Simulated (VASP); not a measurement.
Wanted: the native input for a VASP 6.6.1 run.

* Task: single point
* Functional: r2SCAN
* Potentials or basis: VASP PAW PBE potentials, release 64 (Os)
* Cutoff: 520 eV
* k mesh: 9 × 9 × 4
* Occupations: gaussian, width 0.1 eV
* Spin: no spin polarisation
* Dipole correction: no
* Further INCAR settings: ALGO = Normal; EDIFF = 1e-07; NBANDS = 15

Os:

```xyz
2
Lattice="2.7341 0.0000 0.0000 -1.3671 2.3678 0.0000 0.0000 0.0000 4.3197" Properties=species:S:1:pos:R:3 pbc="T T T"
Os    0.0000    1.5785    1.0799
Os    1.3671    0.7893    3.2398
```

The input as run:

POSCAR

```
Os
1.0
    2.7341000000      0.0000000000      0.0000000000
   -1.3670500000      2.3678000565      0.0000000000
    0.0000000000      0.0000000000      4.3197000000
Os
2
Direct
    0.3333333333      0.6666666667      0.2500000000
    0.6666666667      0.3333333333      0.7500000000
```

INCAR.step1

```
  PREC = Accurate
  ENCUT = 520
  ISMEAR = 0
  SIGMA = 0.1
  LREAL = F
  LASPH = T
  NELM = 80
  NBANDS = 15
  GGA = PE
  ALGO = Normal
  EDIFF = 1E-4
  LWAVE = T
  LCHARG = F
```

INCAR.step2

```
  PREC = Accurate
  ENCUT = 520
  EDIFF = 1E-7
  ISMEAR = 0
  SIGMA = 0.1
  LREAL = F
  LASPH = T
  NELM = 80
  ALGO = Normal
  ISIF = 2
  LWAVE = F
  LCHARG = T
  METAGGA = R2SCAN
  LMIXTAU = T
  LELF = T
  LVHAR = T
  NBANDS = 15
  ISTART = 1
```

KPOINTS

```
Automatic mesh
0
Gamma
  9 9 4
```

Potentials or basis: VASP PAW PBE potentials, release 64 (Os).

Launch:

```bash
$ cat potpaw_PBE.64/Os/POTCAR > POTCAR
$ cp INCAR.step1 INCAR
$ mpirun -np 1 vasp_std > vasp.out
$ cp INCAR.step2 INCAR
$ mpirun -np 1 vasp_std > vasp.out
```

Results of the run:

| Quantity | Value |
| --- | --- |
| Pressure | 1.9 GPa |
| Band gap on the k mesh | zero (band 8 reaches 11.36 eV, above the bottom of band 9 at 7.37 eV) |

Caveat: the k points lie up to 0.36 Å⁻¹ apart; the PAW data sets were made with another functional, which shifts forces and pressure a little; spin-orbit coupling is left out, which moves the levels of the heavy elements.

Wall time 24 s on 1 thread of Intel(R) Xeon(R) 6975P-C (Granite Rapids) (shared host), peak memory 0.14 GiB.
